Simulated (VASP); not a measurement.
# Sb (R-3m) in VASP: a series of runs

Sb is run at these levels: r2SCAN; tasks: single point.

Program: VASP 6.6.1. These are calculated values, not measurements. Logs are shortened: lines on timing, memory, paths and dates and some standing lists are left out, and cuts for length are marked.

**1. The cell of the first run**

The structure is trigonal, space group R-3m (No. 166). Conventional cell: a = 4.343 Å, b = 4.343 Å, c = 11.363 Å, α = 90.00°, β = 90.00°, γ = 120.00°. Within 3.8 Å of Sb (site symmetry 3m) lie 6 Sb at 2.90 to 3.42 Å.

**2. Single point, r2SCAN**

File POSCAR:

```
Sb
1.0
    2.1712680226      1.2535821773      3.7877750740
   -2.1712680226      1.2535821773      3.7877750740
    0.0000000000     -2.5071643546      3.7877750740
Sb
2
Direct
    0.2309330096      0.2309330096      0.2309330096
    0.7690669904      0.7690669904      0.7690669904
```

File INCAR.step1:

```
PREC = Accurate
ENCUT = 520
ISMEAR = -1
SIGMA = 0.02
LREAL = False
LASPH = True
NELM = 60
NBANDS = 12
GGA = PE
ALGO = Normal
EDIFF = 1E-4
LWAVE = True
LCHARG = False
```

File INCAR.step2:

```
PREC = Accurate
ENCUT = 520
EDIFF = 1E-6
ISMEAR = -1
SIGMA = 0.02
LREAL = False
LASPH = True
NELM = 60
ALGO = Normal
ISIF = 2
LWAVE = False
LCHARG = False
METAGGA = R2SCAN
LMIXTAU = True
NBANDS = 12
ISTART = 1
```

File KPOINTS:

```
regular mesh
0
Gamma
  6 6 6
```

Potentials or basis: VASP PAW PBE potentials, release 64 (Sb).

Command:

```sh
> cat potpaw_PBE.64/Sb/POTCAR > POTCAR
> cp INCAR.step1 INCAR
> mpirun -np 1 vasp_std > vasp.out
> cp INCAR.step2 INCAR
> mpirun -np 1 vasp_std > vasp.out
```

OUTCAR:

```text
PREC = Accurate
   ENCUT = 520
   EDIFF = 1E-6
   ISMEAR = -1
   LREAL = False
   LASPH = True
   NELM = 60
   ISIF = 2
   METAGGA = R2SCAN
   ISTART = 1

 ion  position               nearest neighbor table
   1  0.231  0.231  0.231-   2 2.90   2 2.90   2 2.90   2 3.42   2 3.42   2 3.42
   2  0.769  0.769  0.769-   1 2.90   1 2.90   1 2.90   1 3.42   1 3.42   1 3.42

  LATTYP: Found a trigonal (rhomboedric) cell.
 ALAT       =     4.5423686676
 COS(alpha) =     0.5430253496

  Lattice vectors:

 A1 = (   2.1712680226,   1.2535821773,   3.7877750740)
 A2 = (  -2.1712680226,   1.2535821773,   3.7877750740)
 A3 = (   0.0000000000,  -2.5071643546,   3.7877750740)

Analysis of symmetry for initial positions (statically):
=====================================================================
 Subroutine PRICEL returns:
 Original cell was already a primitive cell.

 Routine SETGRP: Setting up the symmetry group for a
 trigonal (rhombohedral) supercell.

 Subroutine GETGRP returns: Found 12 space group operations
 (whereof 12 operations were pure point group operations)
 out of a pool of 12 trial point group operations.

The static configuration has the point symmetry D_3d.

Analysis of symmetry for dynamics (positions and initial velocities):
=====================================================================
 Subroutine PRICEL returns:
 Original cell was already a primitive cell.

 Routine SETGRP: Setting up the symmetry group for a
 trigonal (rhombohedral) supercell.

 Subroutine GETGRP returns: Found 12 space group operations
 (whereof 12 operations were pure point group operations)
 out of a pool of 12 trial point group operations.

The dynamic configuration has the point symmetry D_3d.

 Subroutine INISYM returns: Found 12 space group operations
 (whereof 12 operations are pure point group operations),
 and found     1 'primitive' translations

----------------------------------------------------------------------------------------

                                     Primitive cell

  volume of cell :      61.8588

  direct lattice vectors                    reciprocal lattice vectors
     2.171268023  1.253582177  3.787775074     0.230280184  0.132952326  0.088002410
    -2.171268023  1.253582177  3.787775074    -0.230280184  0.132952326  0.088002410
     0.000000000 -2.507164355  3.787775074     0.000000000 -0.265904653  0.088002410

  length of vectors
     4.542368668  4.542368668  4.542368668     0.280088751  0.280088751  0.280088751

  position of ions in fractional coordinates (direct lattice)
     0.230933010  0.230933010  0.230933010
     0.769066990  0.769066990  0.769066990

  ion indices of the primitive-cell ions
   primitive index   ion index
                 1           1
                 2           2

----------------------------------------------------------------------------------------

 KPOINTS: regular mesh

Automatic generation of k-mesh.
 Grid dimensions read from file:
 generate k-points for:    6    6    6

 Generating k-lattice:

  Cartesian coordinates                     Fractional coordinates (reciprocal lattice)
     0.038380031  0.022158721  0.014667068     0.166666667 -0.000000000  0.000000000
    -0.038380031  0.022158721  0.014667068    -0.000000000  0.166666667  0.000000000
     0.000000000 -0.044317442  0.014667068     0.000000000  0.000000000  0.166666667

  Length of vectors
     0.046681458  0.046681458  0.046681458

  Shift w.r.t. Gamma in fractional coordinates (k-lattice)
     0.000000000  0.000000000  0.000000000

 Subroutine IBZKPT returns following result:
 ===========================================

 Found     32 irreducible k-points:

 Following reciprocal coordinates:
            Coordinates               Weight
  0.000000  0.000000  0.000000      1.000000
  0.166667  0.000000  0.000000      6.000000
  0.333333  0.000000  0.000000      6.000000
  0.500000  0.000000  0.000000      3.000000
  0.166667  0.166667  0.000000      6.000000
  0.333333  0.166667  0.000000     12.000000
[... 16 lines left out ...]
  0.500000  0.500000  0.166667      6.000000
 -0.333333  0.500000  0.166667     12.000000
 [... further k-points ...]
   k-points           NKPTS =     32   k-points in BZ     NKDIM =     32   number of bands    NBANDS=     12
   number of dos      NEDOS =    301   number of ions     NIONS =      2
   total plane-waves  NPLWV =  46656
   dimension x,y,z NGX =    36 NGY =   36 NGZ =   36
   dimension x,y,z NGXF=    72 NGYF=   72 NGZF=   72
   ions per type =               2
   NGX,Y,Z   is equivalent  to a cutoff of  13.18, 13.18, 13.18 a.u.
   NGXF,Y,Z  is equivalent  to a cutoff of  26.35, 26.35, 26.35 a.u.
 SYSTEM =  unknown system
   PREC   = accura    normal or accurate (medium, high low for compatibility)
   ISTART =      1    job   : 0-new  1-cont  2-samecut
   ICHARG =      0    charge: 1-file 2-atom 10-const
   ISPIN  =      1    spin polarized calculation?
   LNONCOLLINEAR =      F non collinear calculations
   LSORBIT =      F    spin-orbit coupling
   LASPH  =      T    aspherical Exc in radial PAW
   ENCUT  =  520.0 eV  38.22 Ry    6.18 a.u.   8.45  8.45  8.45*2*pi/ulx,y,z
   NELM   =     60;   NELMIN=  2; NELMDL=  0     # of ELM steps
   EDIFF  = 0.1E-05   stopping-criterion for ELM
   LREAL  =      F    real-space projection
   EDIFFG = 0.1E-04   stopping-criterion for IOM
   NSW    =      0    number of steps for IOM
   IBRION =     -1    ionic relax: 0-MD 1-quasi-New 2-CG
   NFREE  =      0    steps in history (QN), initial steepest desc. (CG)
   ISIF   =      2    stress and relaxation
   ISYM   =      2    0-nonsym 1-usesym 2-fastsym
   POTIM  = 0.5000    time-step for ionic-motion
   TEBEG  =    0.0;   TEEND  =   0.0 temperature during run
   PSTRESS=    0.0 pullay stress
   NELECT =      10.0000    total number of electrons
   NUPDOWN=      -1.0000    fix difference up-down
   EMIN   =  10.00;   EMAX   =-10.00  energy-range for DOS
   EFERMI =   0.00;   METHOD = LEGACY
   ISMEAR =    -1;   SIGMA  =   0.02  broadening in eV -4-tet -1-fermi 0-gaus
   EFERMI_NEDOS =   21; number of points for ismear=-14 and -15
   IALGO  =     38    algorithm
   IMIX   =      4    mixing-type and parameters
     AMIX     =   0.40;   BMIX     =  1.00
     AMIX_MAG =   1.60;   BMIX_MAG =  1.00
  volume/ion in A,a.u.               =      30.93       208.72
  Fermi-wavevector in a.u.,A,eV,Ry     =   0.891814  1.685284 10.821151  0.795332
  Thomas-Fermi vector in A             =   2.013683
   LORBIT       =      0    0 simple, 1 ext, 2 COOP (PROOUT), +10 PAW based schemes
   METAGGA = R2SCAN    functional components
   LHFCALC =     F    Hartree Fock is set to
   AEXX    =    0.0000 exact exchange contribution
   IVDW    =     0    specifies the selected vdW correction
   LEPSILON=     F    determine dielectric tensor
   LRPA    =     F    only Hartree local field effects (RPA)
 non-spin polarized calculation
  energy-cutoff  :      520.00
  volume of cell :       61.86
 maximum number of plane-waves:      1679
 NGX is ok and might be reduce to    36
   NGX = 17   NGY = 17   NGZ = 17

 number of electron      10.0000000 magnetization

 Free energy of the ion-electron system (eV)
  ---------------------------------------------------
  ext. energy  EPLUGINS =         0.00000000
  ---------------------------------------------------
  free energy    TOTEN  =       -51.40515915 eV

  energy without entropy =      -51.40438228  energy(sigma->0) =      -51.40477072

 E-fermi :   7.0343     XC(G=0):  -9.8770

 val. band max:        6.8535794461   @ k =   0.5000   0.0000   0.0000
 cond. band min:       7.0343810724   @ k =   0.3333   0.1667   0.1667
 fundamental gap:      0.1808016263
 Fermi energy:         7.0343242702

 k-point     1 :       0.0000    0.0000    0.0000
  band No.  band energies     occupation
      1      -6.2543      2.00000
      2       2.0641      2.00000
      3       4.8443      2.00000
      4       4.9210      2.00000
      5       4.9210      2.00000
      6       8.8550      0.00000
      7       9.6550      0.00000
      8       9.6550      0.00000
      9      12.4550      0.00000
     10      12.4550      0.00000
     11      12.8158      0.00000
     12      14.0664      0.00000

 k-point     2 :       0.1667    0.0000    0.0000
  band No.  band energies     occupation
      1      -5.9394      2.00000
      2       0.7808      2.00000
      3       4.8201      2.00000
      4       4.8350      2.00000
      5       5.4841      2.00000
      6       8.6940      0.00000
      7       9.0779      0.00000
      8       9.0934      0.00000
      9      11.8224      0.00000
     10      12.4749      0.00000
     11      12.6371      0.00000
     12      15.7203      0.00000

 k-point     3 :       0.3333    0.0000    0.0000
  band No.  band energies     occupation
      1      -5.0159      2.00000
      2      -1.3727      2.00000
      3       4.7105      2.00000
      4       4.8359      2.00000
      5       6.1104      2.00000
      6       7.6855      0.00000
      7       7.9967      0.00000
      8       8.1099      0.00000
      9      13.0068      0.00000
     10      13.7094      0.00000
     11      14.2080      0.00000
     12      18.0349      0.00000
[... 286 lines left out ...]
 k-point    23 :       0.5000    0.5000    0.1667
  band No.  band energies     occupation
      1      -4.1830      2.00000
      2      -1.4078      2.00000
      3       1.6476      2.00000
      4       3.4053      2.00000
      5       4.0123      2.00000
      6       9.2136      0.00000
      7      10.8316      0.00000
      8      12.1113      0.00000
      9      12.8335      0.00000
     10      16.3077      0.00000
     11      16.4984      0.00000
     12      17.0292      0.00000

 k-point    24 :      -0.3333    0.5000    0.1667
  band No.  band energies     occupation
      1      -3.5647      2.00000
      2      -2.0715      2.00000
      3       1.5260      2.00000
      4       2.3907      2.00000
      5       5.0154      2.00000
      6       8.9593      0.00000
      7      10.4803      0.00000
      8      12.9364      0.00000
      9      13.0556      0.00000
     10      14.4191      0.00000
     11      17.1690      0.00000
     12      18.0573      0.00000

 [... further k-points ...]

------------------------ aborting loop because EDIFF is reached ----------------------------------------

  FORCE on cell =-STRESS in cart. coord.  units (eV):
  Direction    XX          YY          ZZ          XY          YZ          ZX
  --------------------------------------------------------------------------------------
  -------------------------------------------------------------------------------------
  Total        0.4165405      0.4165405      0.6458769      0.0000000      0.0000000      0.0000000
  in kB       10.7886252     10.7886252     16.7285641      0.0000000      0.0000000      0.0000000
  external PRESSURE =      12.7686048 kB  Pullay stress =       0.0000000 kB

 VOLUME and BASIS-vectors are now :
 -----------------------------------------------------------------------------
  energy-cutoff  :      520.00
  volume of cell :       61.86
      direct lattice vectors                 reciprocal lattice vectors
     2.171268023  1.253582177  3.787775074     0.230280184  0.132952326  0.088002410
    -2.171268023  1.253582177  3.787775074    -0.230280184  0.132952326  0.088002410
     0.000000000 -2.507164355  3.787775074     0.000000000 -0.265904653  0.088002410

 POSITION                                       TOTAL-FORCE (eV/Angst)
 -----------------------------------------------------------------------------------
      0.00000      0.00000      2.62417         0.000000     -0.000000      0.157941
      0.00000      0.00000      8.73916         0.000000      0.000000     -0.157941
 -----------------------------------------------------------------------------------
    total drift:                                0.000000     -0.000000     -0.000000

  FREE ENERGIE OF THE ION-ELECTRON SYSTEM (eV)
  ---------------------------------------------------
  free  energy   TOTEN  =       -51.4051591507 eV

  energy  without entropy=      -51.4043822806  energy(sigma->0) =      -51.40477072
```

It took 2.5 min on 1 thread of Intel Xeon 8259CL, shared host; peak memory 0.21 GiB.

What came out:

```
Free energy            : -51.4052 eV
Pressure               : 1.3 GPa
Largest force          : 0.158 eV/Å
Band gap on the k mesh : zero (bands 5 and 6 overlap by 0.18 eV)
```

Forces on the atoms (eV/Å):
```
Sb   0.000  0.000  0.158
Sb   0.000  0.000 -0.158
```

Stress tensor (GPa, compression positive):
```
1.08 0.00 0.00
0.00 1.08 0.00
0.00 0.00 1.67
```

Levels at points of the mesh, in eV from the Fermi level:
```csv
k point,band 3,band 4,band 5,band 6,band 7,band 8
"(0.00, 0.00, 0.00)",-2.19,-2.11,-2.11,1.82,2.62,2.62
"(0.50, 0.00, 0.00)",-2.36,-2.13,-0.39,-0.18,0.42,0.65
"(0.50, 0.50, 0.00)",-5.56,-3.97,-3.91,1.56,5.03,5.83
"(0.50, 0.50, 0.50)",-1.66,-1.66,-0.60,0.12,0.12,1.25
```

Caveat: the PAW data sets were made with another functional, which shifts forces and pressure a little; spin-orbit coupling is left out, which moves the levels of the heavy elements.

**3. Single point, r2SCAN**

This run uses another cell than the first one, of 31.56 Å³/atom.

File POSCAR:

```
Sb
1.0
    2.1859391975      1.2620525841      3.8133689252
   -2.1859391975      1.2620525841      3.8133689252
    0.0000000000     -2.5241051682      3.8133689252
Sb
2
Direct
    0.2309330096      0.2309330096      0.2309330096
    0.7690669904      0.7690669904      0.7690669904
```

File INCAR.step1:

```
SYSTEM = Sb
  PREC = Accurate
  ENCUT = 520
  ISMEAR = -1
  SIGMA = 0.02
  LREAL = .FALSE.
  LASPH = .TRUE.
  NELM = 80
  NBANDS = 12
  GGA = PE
  ALGO = Normal
  EDIFF = 1E-4
  LWAVE = .TRUE.
  LCHARG = .FALSE.
```

File INCAR.step2:

```
SYSTEM = Sb
  PREC = Accurate
  ENCUT = 520
  EDIFF = 1E-6
  ISMEAR = -1
  SIGMA = 0.02
  LREAL = .FALSE.
  LASPH = .TRUE.
  NELM = 80
  ALGO = Normal
  ISIF = 2
  LWAVE = .FALSE.
  LCHARG = .TRUE.
  METAGGA = R2SCAN
  LMIXTAU = .TRUE.
  LELF = .TRUE.
  LVHAR = .TRUE.
  NBANDS = 12
  ISTART = 1
```

File KPOINTS:

```
Automatic mesh
0
G
  6 6 6
  0 0 0
```

Potentials or basis: VASP PAW PBE potentials, release 64 (Sb).

Command:

```sh
> cat potpaw_PBE.64/Sb/POTCAR > POTCAR
> cp INCAR.step1 INCAR
> mpirun -np 1 vasp_std > vasp.out
> cp INCAR.step2 INCAR
> mpirun -np 1 vasp_std > vasp.out
```

It took 2.5 min on 1 thread of Intel Xeon 8259CL, shared host; peak memory 0.22 GiB.

Results (log left out):

```yaml
Free_energy: -51.4105 eV
Pressure: 0.1 GPa
Largest_force: 0.047 eV/Å
Band_gap_on_the_k_mesh: zero (bands 5 and 6 overlap by 0.14 eV)
```

Forces in eV/Å, atoms in the order of the input:
```
Sb   0.000  0.000  0.047
Sb   0.000  0.000 -0.047
```

Stress tensor (GPa, compression positive):
```
-0.19  0.00  0.00
 0.00 -0.19  0.00
 0.00  0.00  0.68
```

Levels at points of the mesh, in eV from the Fermi level:
```tsv
k point	band 3	band 4	band 5	band 6	band 7	band 8
(0.00, 0.00, 0.00)	-2.09	-2.02	-2.02	1.86	2.64	2.64
(0.50, 0.00, 0.00)	-2.26	-2.04	-0.34	-0.14	0.47	0.72
(0.50, 0.50, 0.00)	-5.40	-3.83	-3.76	1.67	4.96	5.78
(0.50, 0.50, 0.50)	-1.58	-1.58	-0.58	0.19	0.19	1.25
```

Caveat: the PAW data sets were made with another functional, which shifts forces and pressure a little; spin-orbit coupling is left out, which moves the levels of the heavy elements.

**4. Single point, r2SCAN**

This run uses another cell than the first one, of 32.19 Å³/atom.

File POSCAR:

```
Sb
1.0
    2.2004160379      1.2704107918      3.8386237600
   -2.2004160379      1.2704107918      3.8386237600
    0.0000000000     -2.5408215836      3.8386237600
Sb
2
Direct
    0.2309330096      0.2309330096      0.2309330096
    0.7690669904      0.7690669904      0.7690669904
```

File INCAR.step1:

```
PREC = Accurate
ENCUT = 520
ISMEAR = -1
SIGMA = 0.02
LREAL = F
LASPH = T
NELM = 80
NBANDS = 12
GGA = PE
ALGO = Normal
EDIFF = 1E-4
LWAVE = T
LCHARG = F
```

File INCAR.step2:

```
PREC = Accurate
ENCUT = 520
EDIFF = 1E-6
ISMEAR = -1
SIGMA = 0.02
LREAL = F
LASPH = T
NELM = 80
ALGO = Normal
ISIF = 2
LWAVE = F
LCHARG = F
METAGGA = R2SCAN
LMIXTAU = T
NBANDS = 12
ISTART = 1
```

File KPOINTS:

```
Automatic mesh
0
Gamma
  6 6 6
```

Command:

```sh
> cat potpaw_PBE.64/Sb/POTCAR > POTCAR
> cp INCAR.step1 INCAR
> mpirun -np 1 vasp_std > vasp.out
> cp INCAR.step2 INCAR
> mpirun -np 1 vasp_std > vasp.out
```

It took 3.1 min on 1 thread of Intel Xeon 8259CL, shared host; peak memory 0.21 GiB.

Results (log left out):

```
Free energy            : -51.4071 eV
Pressure               : -1.0 GPa
Largest force          : 0.057 eV/Å
Band gap on the k mesh : zero (bands 5 and 6 overlap by 0.10 eV)
```

Forces in eV/Å, atoms in the order of the input:
```
Sb   0.000  0.000 -0.057
Sb   0.000  0.000  0.057
```

Stress tensor (GPa, compression positive):
```
-1.32  0.00  0.00
 0.00 -1.32  0.00
 0.00  0.00 -0.20
```

Levels at points of the mesh, in eV from the Fermi level:
```
           k point  band 2  band 3  band 4  band 5  band 6  band 7  band 8  band 9
(0.00, 0.00, 0.00)   -5.09   -1.99   -1.94   -1.94    1.89    2.65    2.65    5.55
(0.50, 0.00, 0.00)   -9.75   -2.17   -1.95   -0.30   -0.10    0.53    0.78    8.00
(0.50, 0.50, 0.00)   -8.31   -5.25   -3.70   -3.63    1.77    4.90    5.73    6.82
(0.50, 0.50, 0.50)   -8.90   -1.50   -1.50   -0.56    0.26    0.26    1.24    7.28
```

Caveat: the PAW data sets were made with another functional, which shifts forces and pressure a little; spin-orbit coupling is left out, which moves the levels of the heavy elements.

**5. Overview**

| cell | gap on the mesh (eV) | pressure (GPa) | largest force (eV/Å) |
| --- | --- | --- | --- |
| a = 4.542 Å, angles 57.1°, 2 atoms | none | 1.3 | 0.16 |
| a = 4.573 Å, angles 57.1°, 2 atoms | none | 0.1 | 0.05 |
| a = 4.603 Å, angles 57.1°, 2 atoms | none | -1.0 | 0.06 |

Alike in all rows: task single point; level r2SCAN; potentials or basis VASP PAW PBE potentials, release 64 (Sb); no spin polarisation; k mesh 6 × 6 × 6; cutoff (eV) 520; smearing fermi-dirac 0.02 eV.

Caveats: the PAW data sets were made with another functional, which shifts forces and pressure a little; spin-orbit coupling is left out, which moves the levels of the heavy elements.

Total energies depend on the potentials used, so only differences within one code and one set of settings carry meaning.

The gap in the log of VASP goes by the Fermi energy; the results here count the filled bands.